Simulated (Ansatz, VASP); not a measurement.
CaO: VASP beside Ansatz

Contents of INCAR:

```
SYSTEM = CaO
ALGO = Normal
EDIFF = 1E-6
ENCUT = 520
GGA = PE
ISIF = 2
ISMEAR = -1
LASPH = .True.
LCHARG = .True.
LELF = .True.
LREAL = .False.
LVHAR = .True.
LWAVE = .False.
NBANDS = 15
NELM = 80
PREC = Accurate
SIGMA = 0.02
```

The input KPOINTS:

```
k-points
0
Gamma
  10 10 10
  0 0 0
```

POSCAR

```
CaO
1.0
    0.0195000743      2.4170501887      2.4170501887
    2.4170501887      0.0195000743      2.4170501887
    2.4170501887      2.4170501887      0.0195000743
Ca O
1 1
Direct
    0.0000000000      0.0000000000      0.0000000000
    0.5000000000      0.5000000000      0.5000000000
```

Input for Ansatz:

```yaml
crystal:
  lattice:
    - [0.0195000743, 2.4170501887, 2.4170501887]
    - [2.4170501887, 0.0195000743, 2.4170501887]
    - [2.4170501887, 2.4170501887, 0.0195000743]
  atoms:
    - { symbol: Ca, position: [0.0, 0.0, 0.0] }
    - { symbol: O, position: [0.5, 0.5, 0.5] }
kpoints:
  mp_grid: { grid: [10, 10, 10] }
  band_path:
    path:
      - [0.0, 0.0, 0.0]
      - [0.5, 0.0, 0.5]
      - [0.625, 0.25, 0.625]
      - [0.375, 0.375, 0.75]
      - [0.5, 0.5, 0.5]
      - [0.5, 0.25, 0.75]
    npoints: 1
hamiltonian:
  xc: pbe
scf:
  occupations: { method: fermi_dirac, width: 0.02 }
  n_extra_bands: 4
output:
  forces: true
  stress: true
  eigenvalues: true
```

Change from the starting cell: shear_111 strain +1.2%.

Alike in both runs: task single point; functional PBE; k mesh 10 × 10 × 10; occupations fermi-dirac, width 0.02 eV; no spin polarisation.

|  | VASP | Ansatz |
| --- | --- | --- |
| version | VASP 6.6.1 | Ansatz 0.2.0 |
| potentials or method | VASP PAW PBE potentials, release 64 (Ca_sv, O) | plane waves, PAW |
| plane-wave cutoff (eV) | 520 | 420 |
| valence electrons in the cell | 16 | 16 |

|  | VASP | Ansatz | Ansatz less VASP |
| --- | --- | --- | --- |
| gap on the k mesh at the Fermi level (eV) | 3.62 | 3.64 | +0.020 |
| pressure (GPa) | 1.6 | 1.1 | -0.55 |
| traceless stress, the component that is largest in VASP (GPa) | -0.62 | -0.63 | -0.005 |
